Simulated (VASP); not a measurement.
# C (Fd-3m) in VASP: notebook

The runs below take C through single point, with revpbe exchange, lda correlation.

All numbers are computed with VASP 6.6.1; they aren't measurements. Logs are shortened: lines on timing, memory, paths and dates and some standing lists are left out, and cuts for length are marked.

**1. The cell of the first run**

It takes space group Fd-3m (No. 227, cubic). Conventional cell: a = 3.519 Å, b = 3.519 Å, c = 3.519 Å, α = 90.00°, β = 90.00°, γ = 90.00°. Within 2.0 Å of C (site symmetry -43m) lie 4 C at 1.52 Å.

**2. Single point, revpbe exchange, lda correlation (5.44 Å³/atom)**

The input, INCAR:

```
PREC = Accurate ; ENCUT = 600
EDIFF = 1E-6 ; ISMEAR = 0
SIGMA = 0.1 ; LREAL = False
LASPH = True ; NELM = 120
ALGO = Normal ; ISIF = 2
LWAVE = False ; LCHARG = True
GGA = LIBXC ; LIBXC1 = GGA_X_PBE_R
LIBXC2 = LDA_C_PW ; LELF = True
LVHAR = True ; NBANDS = 11
GGA_COMPAT = False
```

The input, KPOINTS:

```
regular mesh
0
Gamma
  13 13 13
```

The input, POSCAR:

```
C
1.0
    0.0000000000      1.7592674508      1.7592674508
    1.7592674508      0.0000000000      1.7592674508
    1.7592674508      1.7592674508      0.0000000000
C
2
Direct
    0.7500000000      0.7500000000      0.7500000000
    0.5000000000      0.5000000000      0.5000000000
```

Potentials or basis: VASP PAW PBE potentials, release 64 (C).

Launch:

```
cat potpaw_PBE.64/C/POTCAR > POTCAR
mpirun -np 1 vasp_std > vasp.out
```

OUTCAR:

```text
PREC = Accurate
   ENCUT = 600
   EDIFF = 1E-6
   ISMEAR = 0
   LREAL = False
   LASPH = True
   NELM = 120
   ISIF = 2
   GGA = LIBXC

 ion  position               nearest neighbor table
   1  0.750  0.750  0.750-   2 1.52   2 1.52   2 1.52   2 1.52
   2  0.500  0.500  0.500-   1 1.52   1 1.52   1 1.52   1 1.52

  LATTYP: Found a face centered cubic cell.
 ALAT       =     3.5185349016

  Lattice vectors:

 A1 = (   0.0000000000,   1.7592674508,   1.7592674508)
 A2 = (   1.7592674508,   0.0000000000,   1.7592674508)
 A3 = (   1.7592674508,   1.7592674508,   0.0000000000)

Analysis of symmetry for initial positions (statically):
=====================================================================
 Subroutine PRICEL returns:
 Original cell was already a primitive cell.

 Routine SETGRP: Setting up the symmetry group for a
 face centered cubic supercell.

 Subroutine GETGRP returns: Found 48 space group operations
 (whereof 24 operations were pure point group operations)
 out of a pool of 48 trial point group operations.

The static configuration has the point symmetry T_d .
 The point group associated with its full space group is O_h .

Analysis of symmetry for dynamics (positions and initial velocities):
=====================================================================
 Subroutine PRICEL returns:
 Original cell was already a primitive cell.

 Routine SETGRP: Setting up the symmetry group for a
 face centered cubic supercell.

 Subroutine GETGRP returns: Found 48 space group operations
 (whereof 24 operations were pure point group operations)
 out of a pool of 48 trial point group operations.

The dynamic configuration has the point symmetry T_d .
 The point group associated with its full space group is O_h .

 Subroutine INISYM returns: Found 48 space group operations
 (whereof 24 operations are pure point group operations),
 and found     1 'primitive' translations

----------------------------------------------------------------------------------------

                                     Primitive cell

  volume of cell :      10.8899

  direct lattice vectors                    reciprocal lattice vectors
     0.000000000  1.759267451  1.759267451    -0.284209203  0.284209203  0.284209203
     1.759267451  0.000000000  1.759267451     0.284209203 -0.284209203  0.284209203
     1.759267451  1.759267451  0.000000000     0.284209203  0.284209203 -0.284209203

  length of vectors
     2.487979889  2.487979889  2.487979889     0.492264780  0.492264780  0.492264780

  position of ions in fractional coordinates (direct lattice)
     0.750000000  0.750000000  0.750000000
     0.500000000  0.500000000  0.500000000

  ion indices of the primitive-cell ions
   primitive index   ion index
                 1           1
                 2           2

----------------------------------------------------------------------------------------

 KPOINTS: regular mesh

Automatic generation of k-mesh.
 Grid dimensions read from file:
 generate k-points for:   13   13   13

 Generating k-lattice:

  Cartesian coordinates                     Fractional coordinates (reciprocal lattice)
    -0.021862246  0.021862246  0.021862246     0.076923077  0.000000000  0.000000000
     0.021862246 -0.021862246  0.021862246     0.000000000  0.076923077  0.000000000
     0.021862246  0.021862246 -0.021862246     0.000000000  0.000000000  0.076923077

  Length of vectors
     0.037866522  0.037866522  0.037866522

  Shift w.r.t. Gamma in fractional coordinates (k-lattice)
     0.000000000  0.000000000  0.000000000

 Subroutine IBZKPT returns following result:
 ===========================================

 Found     84 irreducible k-points:

 Following reciprocal coordinates:
            Coordinates               Weight
  0.000000  0.000000  0.000000      1.000000
  0.076923  0.000000  0.000000      8.000000
  0.153846  0.000000  0.000000      8.000000
  0.230769  0.000000  0.000000      8.000000
  0.307692  0.000000  0.000000      8.000000
  0.384615  0.000000  0.000000      8.000000
[... 16 lines left out ...]
  0.384615  0.153846  0.000000     24.000000
  0.461538  0.153846  0.000000     24.000000
 [... further k-points ...]
   k-points           NKPTS =     84   k-points in BZ     NKDIM =     84   number of bands    NBANDS=     11
   number of dos      NEDOS =    301   number of ions     NIONS =      2
   total plane-waves  NPLWV =   8000
   dimension x,y,z NGX =    20 NGY =   20 NGZ =   20
   dimension x,y,z NGXF=    40 NGYF=   40 NGZF=   40
   ions per type =               2
   NGX,Y,Z   is equivalent  to a cutoff of  13.36, 13.36, 13.36 a.u.
   NGXF,Y,Z  is equivalent  to a cutoff of  26.73, 26.73, 26.73 a.u.
 SYSTEM =  unknown system
   PREC   = accura    normal or accurate (medium, high low for compatibility)
   ISTART =      0    job   : 0-new  1-cont  2-samecut
   ICHARG =      2    charge: 1-file 2-atom 10-const
   ISPIN  =      1    spin polarized calculation?
   LNONCOLLINEAR =      F non collinear calculations
   LSORBIT =      F    spin-orbit coupling
   LASPH  =      T    aspherical Exc in radial PAW
   ENCUT  =  600.0 eV  44.10 Ry    6.64 a.u.   4.97  4.97  4.97*2*pi/ulx,y,z
   NELM   =    120;   NELMIN=  2; NELMDL= -5     # of ELM steps
   EDIFF  = 0.1E-05   stopping-criterion for ELM
   LREAL  =      F    real-space projection
   EDIFFG = 0.1E-04   stopping-criterion for IOM
   NSW    =      0    number of steps for IOM
   IBRION =     -1    ionic relax: 0-MD 1-quasi-New 2-CG
   NFREE  =      0    steps in history (QN), initial steepest desc. (CG)
   ISIF   =      2    stress and relaxation
   ISYM   =      2    0-nonsym 1-usesym 2-fastsym
   POTIM  = 0.5000    time-step for ionic-motion
   TEBEG  =    0.0;   TEEND  =   0.0 temperature during run
   PSTRESS=    0.0 pullay stress
   NELECT =       8.0000    total number of electrons
   NUPDOWN=      -1.0000    fix difference up-down
   EMIN   =  10.00;   EMAX   =-10.00  energy-range for DOS
   EFERMI =   0.00;   METHOD = LEGACY
   ISMEAR =     0;   SIGMA  =   0.10  broadening in eV -4-tet -1-fermi 0-gaus
   EFERMI_NEDOS =   21; number of points for ismear=-14 and -15
   IALGO  =     38    algorithm
   IMIX   =      4    mixing-type and parameters
     AMIX     =   0.40;   BMIX     =  1.00
     AMIX_MAG =   1.60;   BMIX_MAG =  1.00
  volume/ion in A,a.u.               =       5.44        36.74
  Fermi-wavevector in a.u.,A,eV,Ry     =   1.477167  2.791441 29.688220  2.182023
  Thomas-Fermi vector in A             =   2.591604
   LORBIT       =      0    0 simple, 1 ext, 2 COOP (PROOUT), +10 PAW based schemes
   GGA     = LIBXC    functional components
   LHFCALC =     F    Hartree Fock is set to
   AEXX    =    0.0000 exact exchange contribution
   IVDW    =     0    specifies the selected vdW correction
   LEPSILON=     F    determine dielectric tensor
   LRPA    =     F    only Hartree local field effects (RPA)
 non-spin polarized calculation
 Gauss-broadening in eV      SIGMA  =   0.10
  energy-cutoff  :      600.00
  volume of cell :       10.89
 maximum number of plane-waves:       373
   NGX =  9   NGY =  9   NGZ =  9

 number of electron       7.9999999 magnetization

 Free energy of the ion-electron system (eV)
  ---------------------------------------------------
  ext. energy  EPLUGINS =         0.00000000
  ---------------------------------------------------
  free energy    TOTEN  =       -15.30372684 eV

  energy without entropy =      -15.30372684  energy(sigma->0) =      -15.30372684

 E-fermi :  10.7605     XC(G=0): -13.0521

 val. band max:       10.1865931450   @ k =   0.0000   0.0000   0.0000
 cond. band min:      14.8736948595   @ k =   0.3846   0.3846   0.0000
 fundamental gap:      4.6871017145
 Fermi energy:        10.7604721645

 k-point     1 :       0.0000    0.0000    0.0000
  band No.  band energies     occupation
      1     -11.5701      2.00000
      2      10.1866      2.00000
      3      10.1866      2.00000
      4      10.1866      2.00000
      5      16.0784      0.00000
      6      16.0784      0.00000
      7      16.0784      0.00000
      8      24.5657      0.00000
      9      31.0167      0.00000
     10      37.5088      0.00000
     11      37.5088      0.00000

 k-point     2 :       0.0769    0.0000    0.0000
  band No.  band energies     occupation
      1     -11.4033      2.00000
      2       9.1234      2.00000
      3       9.9055      2.00000
      4       9.9055      2.00000
      5      16.4496      0.00000
      6      16.4496      0.00000
      7      16.7334      0.00000
      8      24.6895      0.00000
      9      31.2748      0.00000
     10      35.6859      0.00000
     11      35.6859      0.00000

 k-point     3 :       0.1538    0.0000    0.0000
  band No.  band energies     occupation
      1     -10.9047      2.00000
      2       6.8427      2.00000
      3       9.2673      2.00000
      4       9.2673      2.00000
      5      17.2968      0.00000
      6      17.2968      0.00000
      7      17.8482      0.00000
      8      25.0507      0.00000
      9      31.8411      0.00000
     10      34.0863      0.00000
     11      34.0863      0.00000

 k-point     4 :       0.2308    0.0000    0.0000
  band No.  band energies     occupation
      1     -10.0803      2.00000
      2       4.2173      2.00000
      3       8.5720      2.00000
      4       8.5720      2.00000
      5      18.1627      0.00000
      6      18.1627      0.00000
      7      18.7297      0.00000
      8      25.5895      0.00000
      9      32.2534      0.00000
     10      33.4692      0.00000
     11      33.4692      0.00000
[... 239 lines left out ...]
 k-point    22 :       0.3077    0.1538    0.0000
  band No.  band energies     occupation
      1      -9.1541      2.00000
      2       3.5530      2.00000
      3       6.5650      2.00000
      4       7.1982      2.00000
      5      16.5836      0.00000
      6      21.0618      0.00000
      7      21.0675      0.00000
      8      23.1143      0.00000
      9      31.7843      0.00000
     10      33.0960      0.00000
     11      37.7694      0.00000

 k-point    23 :       0.3846    0.1538    0.0000
  band No.  band energies     occupation
      1      -7.9310      2.00000
      2       1.1111      2.00000
      3       6.2598      2.00000
      4       6.4209      2.00000
      5      17.3187      0.00000
      6      21.3550      0.00000
      7      21.5228      0.00000
      8      23.6427      0.00000
      9      32.5197      0.00000
     10      33.2759      0.00000
     11      38.1980      0.00000

 k-point    24 :       0.4615    0.1538    0.0000
  band No.  band energies     occupation
      1      -6.4735      2.00000
      2      -1.1585      2.00000
      3       5.7151      2.00000
      4       6.2162      2.00000
      5      17.7921      0.00000
      6      21.2355      0.00000
      7      21.7525      0.00000
      8      24.8910      0.00000
      9      31.9049      0.00000
     10      34.5901      0.00000
     11      38.3389      0.00000

 [... further k-points ...]
[... 5 lines left out ...]
  --------------------------------------------------------------------------------------
  -------------------------------------------------------------------------------------
  Total        2.5431608      2.5431608      2.5431608     -0.0000000      0.0000000     -0.0000000
  in kB      374.1612469    374.1612469    374.1612469     -0.0000000      0.0000000     -0.0000000
  external PRESSURE =     374.1612469 kB  Pullay stress =       0.0000000 kB

 VOLUME and BASIS-vectors are now :
 -----------------------------------------------------------------------------
  energy-cutoff  :      600.00
  volume of cell :       10.89
      direct lattice vectors                 reciprocal lattice vectors
     0.000000000  1.759267451  1.759267451    -0.284209203  0.284209203  0.284209203
     1.759267451  0.000000000  1.759267451     0.284209203 -0.284209203  0.284209203
     1.759267451  1.759267451  0.000000000     0.284209203  0.284209203 -0.284209203

 POSITION                                       TOTAL-FORCE (eV/Angst)
 -----------------------------------------------------------------------------------
      2.63890      2.63890      2.63890        -0.000000     -0.000000     -0.000000
      1.75927      1.75927      1.75927         0.000000      0.000000      0.000000
 -----------------------------------------------------------------------------------
    total drift:                                0.000000     -0.000000      0.000000

  FREE ENERGIE OF THE ION-ELECTRON SYSTEM (eV)
  ---------------------------------------------------
  free  energy   TOTEN  =       -15.3037268405 eV

  energy  without entropy=      -15.3037268405  energy(sigma->0) =      -15.30372684
```

Run time: 9.7 s. Hardware: 1 thread of Intel Xeon 6975P-C (Granite Rapids), shared host; peak memory 0.11 GiB.

Results:

- Free energy: -15.3037 eV
- Pressure: 37.4 GPa
- Band gap on the k mesh: 4.69 eV (least direct gap 5.89 eV)

Caveat: the cell stands under pressure; the PAW data sets were made with another functional, which shifts forces and pressure a little; an odd mesh through Γ misses points on the zone boundary, where band edges can lie.

**3. Single point, revpbe exchange, lda correlation (5.56 Å³/atom)**

This run uses another cell than the first one, of 5.56 Å³/atom.

The input, INCAR:

```
PREC = Accurate
ENCUT = 600
EDIFF = 1E-6
ISMEAR = 0
SIGMA = 0.1
LREAL = False
LASPH = True
NELM = 120
ALGO = Normal
ISIF = 2
LWAVE = False
LCHARG = True
GGA = LIBXC
LIBXC1 = GGA_X_PBE_R
LIBXC2 = LDA_C_PW
LELF = True
LVHAR = True
NBANDS = 11
GGA_COMPAT = False
```

KPOINTS is that of step 2.

The input, POSCAR:

```
C
1.0
    0.0000000000      1.7714007132      1.7714007132
    1.7714007132      0.0000000000      1.7714007132
    1.7714007132      1.7714007132      0.0000000000
C
2
Direct
    0.7500000000      0.7500000000      0.7500000000
    0.5000000000      0.5000000000      0.5000000000
```

Potentials or basis: VASP PAW PBE potentials, release 64 (C).

Launch:

```
cat potpaw_PBE.64/C/POTCAR > POTCAR
mpirun -np 1 vasp_std > vasp.out
```

Wall time 11 s (1 thread of Intel Xeon 6975P-C (Granite Rapids), shared host); peak memory 0.12 GiB.

The run converged. Its results:

* Free energy: -15.3504 eV
* Pressure: 27.0 GPa
* Band gap on the k mesh: 4.64 eV (least direct gap 5.83 eV)

Levels at points of the mesh, in eV from the valence-band top:
```tsv
k point	band 1	band 2	band 3	band 4	band 5	band 6	band 7	band 8	band 9
(0.00, 0.00, 0.00)	-21.48	0.00	0.00	0.00	5.83	5.83	5.83	13.89	20.56
```

Caveat: the cell stands under pressure; the PAW data sets were made with another functional, which shifts forces and pressure a little; an odd mesh through Γ misses points on the zone boundary, where band edges can lie.

**4. Single point, revpbe exchange, lda correlation (5.67 Å³/atom)**

This run uses another cell than the first one, of 5.67 Å³/atom.

The input, INCAR:

```
PREC = Accurate ; ENCUT = 600
EDIFF = 1E-6 ; ISMEAR = 0
SIGMA = 0.1 ; LREAL = False
LASPH = True ; NELM = 120
ALGO = Normal ; ISIF = 2
LWAVE = False ; LCHARG = False
GGA = LIBXC ; LIBXC1 = GGA_X_PBE_R
LIBXC2 = LDA_C_PW ; NBANDS = 11
GGA_COMPAT = False
```

The input, KPOINTS:

```
Automatic mesh
0
Gamma
  13 13 13
```

The input, POSCAR:

```
C
1.0
    0.0000000000      1.7833700000      1.7833700000
    1.7833700000      0.0000000000      1.7833700000
    1.7833700000      1.7833700000      0.0000000000
C
2
Direct
    0.7500000000      0.7500000000      0.7500000000
    0.5000000000      0.5000000000      0.5000000000
```

Launch:

```
cat potpaw_PBE.64/C/POTCAR > POTCAR
mpirun -np 1 vasp_std > vasp.out
```

Run time: 8.8 s. Hardware: 1 thread of Intel Xeon 6975P-C (Granite Rapids), shared host; peak memory 0.12 GiB.

It converged, with:

```yaml
Free_energy: -15.3828 eV
Pressure: 17.5 GPa
Band_gap_on_the_k_mesh: 4.59 eV (least direct gap 5.77 eV)
```

Levels at points of the mesh, in eV from the valence-band top:
| k point | band 1 | band 2 | band 3 | band 4 | band 5 | band 6 | band 7 | band 8 | band 9 |
| --- | --- | --- | --- | --- | --- | --- | --- | --- | --- |
| (0.00, 0.00, 0.00) | -21.21 | 0.00 | 0.00 | 0.00 | 5.77 | 5.77 | 5.77 | 13.41 | 20.30 |

Caveat: the cell stands under pressure; the PAW data sets were made with another functional, which shifts forces and pressure a little; an odd mesh through Γ misses points on the zone boundary, where band edges can lie.

[end of part 1 of 2]
